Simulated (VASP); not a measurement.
**Ga: single point with PBE**

Ga, a slab with vacuum:

```
Ga
1.0
     2.98511    0.00000    0.00000
     0.34371    2.96525    0.00000
     0.00000    0.00000   24.92778
Ga
6
Direct
  0.50000 0.50000 0.28385
  0.00000 0.00000 0.37172
  0.50000 0.50000 0.45786
  0.00000 0.00000 0.54214
  0.50000 0.50000 0.62828
  0.00000 0.00000 0.71615
```

| Item | Value |
| --- | --- |
| Program | VASP 6.6.1 |
| Task | single point |
| Functional | PBE |
| Potentials or basis | VASP PAW PBE potentials, release 64 (Ga_d) |
| Cutoff | 400 eV |
| k mesh | 9 × 9 × 1 |
| Occupations | fermi-dirac, width 0.05 eV |
| Spin | no spin polarisation |
| Dipole correction | no |
| Further INCAR settings | ALGO = Normal; EDIFF = 1e-06; NBANDS = 48; NELMDL = -8 |

```
Largest force          : 0.004 eV/Å
Band gap on the k mesh : zero (bands 39 and 40 overlap by 3.63 eV)
```

Forces on the atoms (eV/Å):
```
Ga   0.000  0.000 -0.004
Ga   0.000  0.000 -0.001
Ga   0.000  0.000 -0.003
Ga   0.000  0.000  0.003
Ga   0.000  0.000  0.001
Ga   0.000  0.000  0.004
```

Levels at points of the mesh, in eV from the Fermi level:
```
           k point  band 35  band 36  band 37  band 38  band 39  band 40  band 41  band 42  band 43  band 44
(0.00, 0.00, 0.00)    -6.25    -4.21    -2.05     0.33     2.43     3.76     4.00     5.00     5.58     5.74
```

Run time: 9.9 min on 1 thread of Intel Xeon 8259CL (shared host), peak memory 0.31 GiB.

Caveat: there is no dipole correction, which matters where the two faces differ.
